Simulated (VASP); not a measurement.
# MnO (Fm-3m) in VASP: further runs

Runs on MnO. Level: PBE. Tasks: single point.

All numbers are computed with VASP 6.6.1; they aren't measurements. Logs are shortened: lines on timing, memory, paths and dates and some standing lists are left out, and cuts for length are marked.

## Step 1: The cell of the first run

The structure is cubic, space group Fm-3m (No. 225). The conventional cell has a = 4.445 Å, b = 4.445 Å, c = 4.445 Å, α = 90.00°, β = 90.00°, γ = 90.00°. Mn (site symmetry m-3m) has 6 O at 2.22 Å within 2.9 Å. O (site symmetry m-3m) has 6 Mn at 2.22 Å within 2.9 Å.

## Step 2: Single point, PBE

INCAR reads:

```
SYSTEM = MnO
  ALGO = Normal
  EDIFF = 1E-6
  ENCUT = 600
  GGA = PE
  GGA_COMPAT = .False.
  ISIF = 2
  ISMEAR = -1
  LASPH = .True.
  LCHARG = .True.
  LELF = .True.
  LREAL = .False.
  LVHAR = .True.
  LWAVE = .False.
  NBANDS = 16
  NELM = 120
  PREC = Accurate
  SIGMA = 0.1
```

KPOINTS reads:

```
k-points
0
Gamma
  7 7 7
  0 0 0
```

POSCAR reads:

```
MnO
1.0
    0.0000000000      2.2224000000      2.2224000000
    2.2224000000      0.0000000000      2.2224000000
    2.2224000000      2.2224000000      0.0000000000
Mn O
1 1
Direct
    0.0000000000      0.0000000000      0.0000000000
    0.5000000000      0.5000000000      0.5000000000
```

Potentials or basis: VASP PAW PBE potentials, release 64 (Mn_pv, O).

Run with:

```
$ cat potpaw_PBE.64/Mn_pv/POTCAR potpaw_PBE.64/O/POTCAR > POTCAR
$ mpirun -np 1 vasp_std > vasp.out
```

OUTCAR:

```text
SYSTEM = MnO
   EDIFF = 1E-6
   ENCUT = 600
   GGA = PE
   ISIF = 2
   ISMEAR = -1
   LASPH = .True.
   LREAL = .False.
   NELM = 120
   PREC = Accurate

 ion  position               nearest neighbor table
   1  0.000  0.000  0.000-   2 2.22   2 2.22   2 2.22   2 2.22   2 2.22   2 2.22
   2  0.500  0.500  0.500-   1 2.22   1 2.22   1 2.22   1 2.22   1 2.22   1 2.22

  LATTYP: Found a face centered cubic cell.
 ALAT       =     4.4448000000

  Lattice vectors:

 A1 = (   0.0000000000,   2.2224000000,   2.2224000000)
 A2 = (   2.2224000000,   0.0000000000,   2.2224000000)
 A3 = (   2.2224000000,   2.2224000000,   0.0000000000)

Analysis of symmetry for initial positions (statically):
=====================================================================
 Subroutine PRICEL returns:
 Original cell was already a primitive cell.

 Routine SETGRP: Setting up the symmetry group for a
 face centered cubic supercell.

 Subroutine GETGRP returns: Found 48 space group operations
 (whereof 48 operations were pure point group operations)
 out of a pool of 48 trial point group operations.

The static configuration has the point symmetry O_h .

Analysis of symmetry for dynamics (positions and initial velocities):
=====================================================================
 Subroutine PRICEL returns:
 Original cell was already a primitive cell.

 Routine SETGRP: Setting up the symmetry group for a
 face centered cubic supercell.

 Subroutine GETGRP returns: Found 48 space group operations
 (whereof 48 operations were pure point group operations)
 out of a pool of 48 trial point group operations.

The dynamic configuration has the point symmetry O_h .

 Subroutine INISYM returns: Found 48 space group operations
 (whereof 48 operations are pure point group operations),
 and found     1 'primitive' translations

----------------------------------------------------------------------------------------

                                     Primitive cell

  volume of cell :      21.9531

  direct lattice vectors                    reciprocal lattice vectors
     0.000000000  2.222400000  2.222400000    -0.224982001  0.224982001  0.224982001
     2.222400000  0.000000000  2.222400000     0.224982001 -0.224982001  0.224982001
     2.222400000  2.222400000  0.000000000     0.224982001  0.224982001 -0.224982001

  length of vectors
     3.142948221  3.142948221  3.142948221     0.389680257  0.389680257  0.389680257

  position of ions in fractional coordinates (direct lattice)
     0.000000000  0.000000000  0.000000000
     0.500000000  0.500000000  0.500000000

  ion indices of the primitive-cell ions
   primitive index   ion index
                 1           1
                 2           2

----------------------------------------------------------------------------------------

 KPOINTS: k-points

Automatic generation of k-mesh.
 Grid dimensions read from file:
 generate k-points for:    7    7    7

 Generating k-lattice:

  Cartesian coordinates                     Fractional coordinates (reciprocal lattice)
    -0.032140286  0.032140286  0.032140286     0.142857143  0.000000000  0.000000000
     0.032140286 -0.032140286  0.032140286     0.000000000  0.142857143  0.000000000
     0.032140286  0.032140286 -0.032140286     0.000000000  0.000000000  0.142857143

  Length of vectors
     0.055668608  0.055668608  0.055668608

  Shift w.r.t. Gamma in fractional coordinates (k-lattice)
     0.000000000  0.000000000  0.000000000

 Subroutine IBZKPT returns following result:
 ===========================================

 Found     20 irreducible k-points:

 Following reciprocal coordinates:
            Coordinates               Weight
  0.000000  0.000000  0.000000      1.000000
  0.142857  0.000000  0.000000      8.000000
  0.285714  0.000000  0.000000      8.000000
  0.428571  0.000000  0.000000      8.000000
  0.142857  0.142857  0.000000      6.000000
  0.285714  0.142857  0.000000     24.000000
[... 12 lines left out ...]
 -0.428571  0.428571  0.142857     24.000000
 -0.285714  0.428571  0.142857     24.000000
   k-points           NKPTS =     20   k-points in BZ     NKDIM =     20   number of bands    NBANDS=     16
   number of dos      NEDOS =    301   number of ions     NIONS =      2
   total plane-waves  NPLWV =  21952
   dimension x,y,z NGX =    28 NGY =   28 NGZ =   28
   dimension x,y,z NGXF=    56 NGYF=   56 NGZF=   56
   ions per type =               1   1
   NGX,Y,Z   is equivalent  to a cutoff of  14.81, 14.81, 14.81 a.u.
   NGXF,Y,Z  is equivalent  to a cutoff of  29.62, 29.62, 29.62 a.u.
 SYSTEM =  MnO
   PREC   = accura    normal or accurate (medium, high low for compatibility)
   ISTART =      0    job   : 0-new  1-cont  2-samecut
   ICHARG =      2    charge: 1-file 2-atom 10-const
   ISPIN  =      1    spin polarized calculation?
   LNONCOLLINEAR =      F non collinear calculations
   LSORBIT =      F    spin-orbit coupling
   LASPH  =      T    aspherical Exc in radial PAW
   ENCUT  =  600.0 eV  44.10 Ry    6.64 a.u.   6.28  6.28  6.28*2*pi/ulx,y,z
   NELM   =    120;   NELMIN=  2; NELMDL= -5     # of ELM steps
   EDIFF  = 0.1E-05   stopping-criterion for ELM
   LREAL  =      F    real-space projection
   EDIFFG = 0.1E-04   stopping-criterion for IOM
   NSW    =      0    number of steps for IOM
   IBRION =     -1    ionic relax: 0-MD 1-quasi-New 2-CG
   NFREE  =      0    steps in history (QN), initial steepest desc. (CG)
   ISIF   =      2    stress and relaxation
   ISYM   =      2    0-nonsym 1-usesym 2-fastsym
   POTIM  = 0.5000    time-step for ionic-motion
   TEBEG  =    0.0;   TEEND  =   0.0 temperature during run
   PSTRESS=    0.0 pullay stress
   NELECT =      19.0000    total number of electrons
   NUPDOWN=      -1.0000    fix difference up-down
   EMIN   =  10.00;   EMAX   =-10.00  energy-range for DOS
   EFERMI =   0.00;   METHOD = LEGACY
   ISMEAR =    -1;   SIGMA  =   0.10  broadening in eV -4-tet -1-fermi 0-gaus
   EFERMI_NEDOS =   21; number of points for ismear=-14 and -15
   IALGO  =     38    algorithm
   IMIX   =      4    mixing-type and parameters
     AMIX     =   0.40;   BMIX     =  1.00
     AMIX_MAG =   1.60;   BMIX_MAG =  1.00
  volume/ion in A,a.u.               =      10.98        74.07
  Fermi-wavevector in a.u.,A,eV,Ry     =   1.560129  2.948216 33.116609  2.434002
  Thomas-Fermi vector in A             =   2.663386
   LORBIT       =      0    0 simple, 1 ext, 2 COOP (PROOUT), +10 PAW based schemes
   GGA     = PE    functional components
   LHFCALC =     F    Hartree Fock is set to
   AEXX    =    0.0000 exact exchange contribution
   IVDW    =     0    specifies the selected vdW correction
   LEPSILON=     F    determine dielectric tensor
   LRPA    =     F    only Hartree local field effects (RPA)
 non-spin polarized calculation
  energy-cutoff  :      600.00
  volume of cell :       21.95
 maximum number of plane-waves:       748
 NGX is ok and might be reduce to    28
   NGX = 13   NGY = 13   NGZ = 13

 number of electron      18.9999995 magnetization

 Free energy of the ion-electron system (eV)
  ---------------------------------------------------
  ext. energy  EPLUGINS =         0.00000000
  ---------------------------------------------------
  free energy    TOTEN  =       -14.36130172 eV

  energy without entropy =      -14.12765010  energy(sigma->0) =      -14.24447591

 E-fermi :   7.0334     XC(G=0): -12.0135

 val. band max:        7.0191692087   @ k =   0.4286   0.1429   0.0000
 cond. band min:       7.0468377952   @ k =   0.4286   0.2857   0.0000
 fundamental gap:      0.0276685865
 Fermi energy:         7.0333838684

 k-point     1 :       0.0000    0.0000    0.0000
  band No.  band energies     occupation
      1     -41.0667      2.00000
      2     -41.0666      2.00000
      3     -41.0666      2.00000
      4     -13.1404      2.00000
      5       3.2947      2.00000
      6       3.2947      2.00000
[... 8 lines left out ...]
     15      24.4071      0.00000
     16      24.4071      0.00000

 k-point     2 :       0.1429    0.0000    0.0000
  band No.  band energies     occupation
      1     -41.0798      2.00000
      2     -41.0683      2.00000
      3     -41.0683      2.00000
      4     -12.9838      2.00000
      5       2.1985      2.00000
      6       2.8350      2.00000
[... 8 lines left out ...]
     15      23.6612      0.00000
     16      23.6612      0.00000

 k-point     3 :       0.2857    0.0000    0.0000
  band No.  band energies     occupation
      1     -41.1091      2.00000
      2     -41.0720      2.00000
      3     -41.0720      2.00000
      4     -12.6098      2.00000
      5       0.5408      2.00000
      6       2.1043      2.00000
[... 8 lines left out ...]
     15      21.6436      0.00000
     16      21.6436      0.00000

 k-point     4 :       0.4286    0.0000    0.0000
  band No.  band energies     occupation
      1     -41.1325      2.00000
      2     -41.0749      2.00000
      3     -41.0749      2.00000
      4     -12.2830      2.00000
      5      -0.5150      2.00000
      6       1.6578      2.00000
[... 8 lines left out ...]
     15      20.1827      0.00000
     16      20.1827      0.00000

 k-point     5 :       0.1429    0.1429    0.0000
  band No.  band energies     occupation
      1     -41.0789      2.00000
      2     -41.0714      2.00000
      3     -41.0714      2.00000
      4     -12.9408      2.00000
      5       1.8119      2.00000
      6       2.9558      2.00000
[... 8 lines left out ...]
     15      22.9042      0.00000
     16      22.9042      0.00000

 k-point     6 :       0.2857    0.1429    0.0000
  band No.  band energies     occupation
      1     -41.1005      2.00000
      2     -41.0760      2.00000
      3     -41.0749      2.00000
      4     -12.6617      2.00000
      5       0.8017      2.00000
      6       2.2653      2.00000
[... 8 lines left out ...]
     15      20.5713      0.00000
     16      21.7974      0.00000

 k-point     7 :       0.4286    0.1429    0.0000
  band No.  band energies     occupation
      1     -41.1239      2.00000
      2     -41.0803      2.00000
      3     -41.0786      2.00000
      4     -12.3372      2.00000
      5      -0.0808      2.00000
      6       1.5966      2.00000
[... 8 lines left out ...]
     15      19.1181      0.00000
     16      20.6717      0.00000

 k-point     8 :      -0.4286    0.1429    0.0000
  band No.  band energies     occupation
      1     -41.1309      2.00000
      2     -41.0845      2.00000
      3     -41.0773      2.00000
      4     -12.2249      2.00000
      5      -0.3669      2.00000
      6       1.4638      2.00000
[... 8 lines left out ...]
     15      18.5715      0.00000
     16      20.3818      0.00000

 k-point     9 :      -0.2857    0.1429    0.0000
  band No.  band energies     occupation
      1     -41.1167      2.00000
      2     -41.0836      2.00000
      3     -41.0730      2.00000
      4     -12.4247      2.00000
      5       0.1487      2.00000
      6       1.7881      2.00000
[... 8 lines left out ...]
     15      19.0159      0.00000
     16      21.4247      0.00000
[... 96 lines left out ...]
 k-point    15 :       0.4286    0.4286    0.0000
  band No.  band energies     occupation
      1     -41.1256      2.00000
      2     -41.0906      2.00000
      3     -41.0906      2.00000
      4     -12.2995      2.00000
      5       0.3470      2.00000
      6       2.3754      2.00000
[... 8 lines left out ...]
     15      18.7453      0.00000
     16      21.5785      0.00000

 k-point    16 :      -0.4286    0.4286    0.0000
  band No.  band energies     occupation
      1     -41.1248      2.00000
      2     -41.0975      2.00000
      3     -41.0899      2.00000
      4     -12.2400      2.00000
      5       0.4836      2.00000
      6       1.7290      2.00000
[... 8 lines left out ...]
     15      17.6194      0.00000
     16      21.4556      0.00000

 k-point    17 :       0.4286    0.2857    0.1429
  band No.  band energies     occupation
      1     -41.1124      2.00000
      2     -41.0881      2.00000
      3     -41.0777      2.00000
      4     -12.4271      2.00000
      5       0.3307      2.00000
      6       1.9324      2.00000
[... 8 lines left out ...]
     15      17.8603      0.00000
     16      21.4177      0.00000

 k-point    18 :      -0.4286    0.2857    0.1429
  band No.  band energies     occupation
      1     -41.1217      2.00000
      2     -41.0958      2.00000
      3     -41.0822      2.00000
      4     -12.2319      2.00000
      5       0.1409      2.00000
      6       1.3471      2.00000
[... 8 lines left out ...]
     15      17.3188      0.00000
     16      20.4660      0.00000

 k-point    19 :      -0.4286    0.4286    0.1429
  band No.  band energies     occupation
      1     -41.1209      2.00000
      2     -41.0974      2.00000
      3     -41.0901      2.00000
      4     -12.2381      2.00000
      5       0.4734      2.00000
      6       1.7087      2.00000
[... 8 lines left out ...]
     15      17.2689      0.00000
     16      20.3933      0.00000

 k-point    20 :      -0.2857    0.4286    0.1429
  band No.  band energies     occupation
      1     -41.1126      2.00000
      2     -41.1095      2.00000
      3     -41.0888      2.00000
      4     -12.1886      2.00000
      5       0.8367      2.00000
      6       0.8943      2.00000
[... 8 lines left out ...]
     15      15.9359      0.00000
     16      19.8508      0.00000

------------------------ aborting loop because EDIFF is reached ----------------------------------------

  FORCE on cell =-STRESS in cart. coord.  units (eV):
  Direction    XX          YY          ZZ          XY          YZ          ZX
  --------------------------------------------------------------------------------------
  -------------------------------------------------------------------------------------
  Total       -4.4424366     -4.4424366     -4.4424366      0.0000000     -0.0000000      0.0000000
  in kB     -324.2165226   -324.2165226   -324.2165226      0.0000000     -0.0000000      0.0000000
  external PRESSURE =    -324.2165226 kB  Pullay stress =       0.0000000 kB

 VOLUME and BASIS-vectors are now :
 -----------------------------------------------------------------------------
  energy-cutoff  :      600.00
  volume of cell :       21.95
      direct lattice vectors                 reciprocal lattice vectors
     0.000000000  2.222400000  2.222400000    -0.224982001  0.224982001  0.224982001
     2.222400000  0.000000000  2.222400000     0.224982001 -0.224982001  0.224982001
     2.222400000  2.222400000  0.000000000     0.224982001  0.224982001 -0.224982001

 POSITION                                       TOTAL-FORCE (eV/Angst)
 -----------------------------------------------------------------------------------
      0.00000      0.00000      0.00000         0.000000      0.000000      0.000000
      2.22240      2.22240      2.22240        -0.000000     -0.000000     -0.000000
 -----------------------------------------------------------------------------------
    total drift:                                0.000000      0.000000      0.000000

  FREE ENERGIE OF THE ION-ELECTRON SYSTEM (eV)
  ---------------------------------------------------
  free  energy   TOTEN  =       -14.3613017194 eV

  energy  without entropy=      -14.1276500987  energy(sigma->0) =      -14.24447591
```

Run time: 11 s. Hardware: 1 thread of Intel Xeon 6975P-C, shared host; peak memory 0.16 GiB.

Results:

* Free energy: -14.3613 eV
* Pressure: -32.4 GPa

Caveat: an odd number of electrons without spin polarisation forces a metal; a magnetic or distorted state may lie lower; the run has no spin polarisation, though such a crystal can be magnetic; semilocal functionals often make such compounds metallic where correlation or magnetic order opens a gap, which also shifts bond lengths. With open d or f shells a metallic result of PBE can be an artefact of self-interaction; +U or a hybrid may open a gap.

## Step 3: Single point, PBE

INCAR reads:

```
ALGO = Normal
EDIFF = 1E-6
ENCUT = 600
GGA = PE
GGA_COMPAT = F
ISIF = 2
ISMEAR = -1
LASPH = T
LCHARG = F
LREAL = F
LWAVE = F
NBANDS = 16
NELM = 120
PREC = Accurate
SIGMA = 0.05
```

KPOINTS reads:

```
k-points
0
Gamma
  7 7 7
```

POSCAR is that of step 2.

Potentials or basis: VASP PAW PBE potentials, release 64 (Mn_pv, O).

Run with:

```
$ cat potpaw_PBE.64/Mn_pv/POTCAR potpaw_PBE.64/O/POTCAR > POTCAR
$ mpirun -np 1 vasp_std > vasp.out
```

Wall time 12 s (1 thread of Intel Xeon 6975P-C, shared host); peak memory 0.15 GiB.

The run converged. Its results:

| Item | Value |
| --- | --- |
| Free energy | -14.2673 eV |
| Pressure | -33.5 GPa |

Levels at points of the mesh, in eV from the Fermi level:
| k point | band 6 | band 7 | band 8 | band 9 | band 10 | band 11 | band 12 | band 13 | band 14 | band 15 |
| --- | --- | --- | --- | --- | --- | --- | --- | --- | --- | --- |
| (0.00, 0.00, 0.00) | -3.73 | -3.73 | -1.14 | -1.14 | -1.14 | -0.58 | -0.58 | 0.40 | 14.90 | 17.39 |

Caveat: an odd number of electrons without spin polarisation forces a metal; a magnetic or distorted state may lie lower; the run has no spin polarisation, though such a crystal can be magnetic; semilocal functionals often make such compounds metallic where correlation or magnetic order opens a gap, which also shifts bond lengths.

## Step 4: Single point, PBE

INCAR reads:

```
PREC = Accurate ; ENCUT = 600
EDIFF = 1E-6 ; ISMEAR = -1
SIGMA = 0.1 ; LREAL = F
LASPH = T ; NELM = 120
ALGO = Normal ; ISIF = 2
LWAVE = F ; LCHARG = T
GGA = PE ; LELF = T
LVHAR = T ; NBANDS = 16
GGA_COMPAT = F
```

KPOINTS reads:

```
regular mesh
0
Gamma
  7 7 7
```

POSCAR is that of step 3.

Run with:

```
$ cat potpaw_PBE.64/Mn_pv/POTCAR potpaw_PBE.64/O/POTCAR > POTCAR
$ mpirun -np 1 vasp_std > vasp.out
```

Wall time 8.2 s (1 thread of Intel Xeon 6975P-C, shared host); peak memory 0.16 GiB.

The run converged. Its results:

* Free energy: -14.3613 eV
* Pressure: -32.4 GPa

Levels at points of the mesh, in eV from the Fermi level:
```csv
k point,band 7,band 8,band 9,band 10,band 11,band 12,band 13,band 14
"(0.00, 0.00, 0.00)",-3.74,-1.14,-1.14,-1.14,-0.59,-0.59,0.38,14.88
```

Caveat: an odd number of electrons without spin polarisation forces a metal; a magnetic or distorted state may lie lower; the run has no spin polarisation, though such a crystal can be magnetic; semilocal functionals often make such compounds metallic where correlation or magnetic order opens a gap, which also shifts bond lengths. Spin polarisation is off, so any magnetic state and its effect on volume and gap are missing.
